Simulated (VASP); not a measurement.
Hf2N, 6 atoms in the cell. It takes space group P4_2/mnm (No. 136, tetragonal). The conventional cell has a = 5.296 Å, b = 5.296 Å, c = 3.227 Å, α = 90.00°, β = 90.00°, γ = 90.00°. Hf (site symmetry m2m) has 3 N at 2.21 to 2.22 Å within 2.9 Å. Within 2.9 Å of N (site symmetry mmm) lie 6 Hf at 2.21 to 2.22 Å. 

- Program: VASP 6.6.1
- Task: single point
- Functional: PBEsol
- Potentials or basis: VASP PAW PBE potentials, release 64 (Hf_pv, N)
- Cutoff: 520 eV
- k mesh: 11 × 5 × 9
- Occupations: gaussian, width 0.1 eV
- Spin: no spin polarisation
- Dipole correction: no
- Further INCAR settings: ALGO = Normal; EDIFF = 1e-07; NBANDS = 34; ISYM = 0

Potentials or basis: VASP PAW PBE potentials, release 64 (Hf_pv, N).

The run is started by

```console
$ cat potpaw_PBE.64/Hf_pv/POTCAR potpaw_PBE.64/N/POTCAR > POTCAR
$ mpirun -np 1 vasp_std > vasp.out
```

Hardware: 1 thread of AMD EPYC 9R45 96-Core Processor (Zen 5), on a shared host.

**Question.** Estimate the wall time of this run.

**Answer.** It took 9 min on 1 thread of AMD EPYC 9R45 96-Core Processor (Zen 5), with other jobs on the host, peak memory 0.63 GiB. Counts: scf iterations 16, k points 248.
